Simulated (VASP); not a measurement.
ScAl3, 4 atoms in the cell. It takes space group Pm-3m (No. 221, cubic). Conventional cell: a = 4.023 Å, b = 4.023 Å, c = 4.023 Å, α = 90.00°, β = 90.00°, γ = 90.00°. Sc (site symmetry m-3m) has 12 Al at 2.84 Å within 3.7 Å. Al (site symmetry 4/mmm) has 4 Sc at 2.84 Å and 8 Al at 2.84 Å within 3.7 Å. 

* Program: VASP 6.6.1
* Task: single point
* Functional: revPBE
* Dispersion: D3(BJ)
* Potentials or basis: VASP PAW PBE potentials, release 64 (Sc_sv, Al)
* Cutoff: 520 eV
* k mesh: 7 × 7 × 7
* Occupations: fermi-dirac, width 0.05 eV
* Spin: no spin polarisation
* Dipole correction: no
* Further INCAR settings: ALGO = Fast; EDIFF = 1e-06; NBANDS = 18

Potentials or basis: VASP PAW PBE potentials, release 64 (Sc_sv, Al).

Command:

```sh
$ cat potpaw_PBE.64/Sc_sv/POTCAR potpaw_PBE.64/Al/POTCAR > POTCAR
$ mpirun -np 1 vasp_std > vasp.out
```

Hardware: 1 thread of Intel Xeon 8259CL, with other jobs on the host.

Q: How long does it take, and how much memory?

A: Wall time 50 s on 1 thread of Intel Xeon 8259CL, with other jobs on the host, peak memory 0.18 GiB. Counts: scf iterations 18, k points 20.
